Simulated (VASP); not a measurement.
Write the native input for VASP 6.6.1 that does the following.

```yaml
Task: single point
Functional: PBEsol
Potentials_or_basis: VASP PAW PBE potentials, release 64 (Mo_sv, S)
Cutoff: 520 eV
k_mesh: 12 × 12 × 2
Occupations: gaussian, width 0.05 eV
Spin: no spin polarisation
Dipole_correction: no
Further_INCAR_settings: ALGO = Normal; EDIFF = 1e-07; NBANDS = 35
```

The structure of MoS2 lies in POSCAR:

```
MoS2
1.0
    3.1414322073      0.0000000000      0.0000000000
   -1.5707161036      2.7205600958      0.0000000000
    0.0000000000      0.0000000000     12.5788196111
Mo S
2 4
Direct
    0.3046839804      0.6380173137      0.2500000000
    0.6666666667      0.3333333333      0.7500000000
    0.3333333333      0.6666666667      0.6260538431
    0.6666666667      0.3333333333      0.1260538431
    0.3333333333      0.6666666667      0.8739461569
    0.6666666667      0.3333333333      0.3739461569
```

These files were run (other wordings do the same):

INCAR

```
PREC     = Accurate       # precision mode
ENCUT    = 520            # plane-wave cutoff, eV
EDIFF    = 1E-7           # SCF threshold, eV
ISMEAR   = 0              # smearing method
SIGMA    = 0.05           # smearing width, eV
LREAL    = False          # projectors in reciprocal space
LASPH    = True           # aspherical terms in the spheres
NELM     = 100            # most SCF steps
ALGO     = Normal         # electronic algorithm
ISIF     = 2              # what is computed and relaxed
LWAVE    = False          # write WAVECAR
LCHARG   = True           # write CHGCAR
GGA      = PS             # functional
LELF     = True           # ELF
LVHAR    = True         
NBANDS   = 35             # bands
```

KPOINTS

```
regular mesh
0
Gamma
  12 12 2
```

Potentials or basis: VASP PAW PBE potentials, release 64 (Mo_sv, S).

Command:

```bash
$ cat potpaw_PBE.64/Mo_sv/POTCAR potpaw_PBE.64/S/POTCAR > POTCAR
$ mpirun -np 1 vasp_std > vasp.out
```

Results of the run:

| Property | Result |
| --- | --- |
| Pressure | 0.3 GPa |
| Largest force | 1.872 eV/Å |
| Band gap on the k mesh | 0.96 eV (least direct gap 1.73 eV) |

Caveat: the PAW data sets were made with another functional, which shifts forces and pressure a little; this functional lacks dispersion, which binds the layers, so the pressure and a relaxed spacing across them are unreliable.

Run time: 6.7 min on 1 thread of Intel(R) Xeon(R) Platinum 8259CL CPU @ 2.50GHz (Skylake/Cascade Lake), with other jobs on the host, peak memory 0.53 GiB.
